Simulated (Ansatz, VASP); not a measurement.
**AgCl: VASP beside Ansatz**

```xyz
2
Lattice="0.0000 2.8053 2.8053 2.8053 0.0000 2.8053 2.8053 2.8053 0.0000" Properties=species:S:1:pos:R:3 pbc="T T T"
Ag    0.0000    0.0000    0.0000
Cl    2.8053    2.8053    2.8053
```

Alike in both runs: task single point; functional PBEsol; k mesh 8 × 8 × 8; occupations gaussian, width 0.02 eV; no spin polarisation.

```csv
,VASP,Ansatz
version,VASP 6.6.1,Ansatz 0.2.0
potentials or method,"VASP PAW PBE potentials, release 64 (Ag, Cl), cutoff 520 eV","scalar-relativistic, plane waves, PAW"
valence electrons in the cell,18,26
```

```tsv
	VASP	Ansatz	Ansatz less VASP
gap on the k mesh at the Fermi level (eV)	0.74	0.74	+0.002
least direct gap on the mesh (eV)	2.93	2.93	-0.001
pressure (GPa)	-4.0	-4.0	+0.09
```

VASP's potentials were made for PBE, not for PBEsol. VASP's potentials hold 18 valence electrons a cell and Ansatz's 26, so a difference there can come from the potentials and not from the codes.
